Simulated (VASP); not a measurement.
Input of a VASP 6.6.1 run:

File INCAR:

```
SYSTEM = BP
ALGO = Normal
EDIFF = 1E-6
ENCUT = 500
GGA = PS
GGA_COMPAT = .FALSE.
ISIF = 2
ISMEAR = 0
LASPH = .TRUE.
LCHARG = .FALSE.
LREAL = .FALSE.
LWAVE = .FALSE.
NBANDS = 11
NELM = 120
PREC = Accurate
SIGMA = 0.02
```

KPOINTS

```
k-points
0
G
  10 10 10
  0 0 0
```

The input POSCAR:

```
BP
1.0
    0.0000000000      2.2375332537      2.2375332537
    2.2375332537      0.0000000000      2.2375332537
    2.2375332537      2.2375332537      0.0000000000
B P
1 1
Direct
    0.0000000000      0.0000000000      0.0000000000
    0.2500000000      0.2500000000      0.2500000000
```

Potentials or basis: VASP PAW PBE potentials, release 64 (B, P).

Command:

```bash
$ cat potpaw_PBE.64/B/POTCAR potpaw_PBE.64/P/POTCAR > POTCAR
$ mpirun -np 1 vasp_std > vasp.out
```

(1) Estimate the pressure.

(2) Predict the band gap on the k mesh.

## Answers

(1) 5.5 GPa.

(2) 1.08 eV (least direct gap 3.42 eV).

Caveat: the cell differs from its parent crystal (strained cell); the cell stands under pressure; the PAW data sets were made with another functional, which shifts forces and pressure a little.
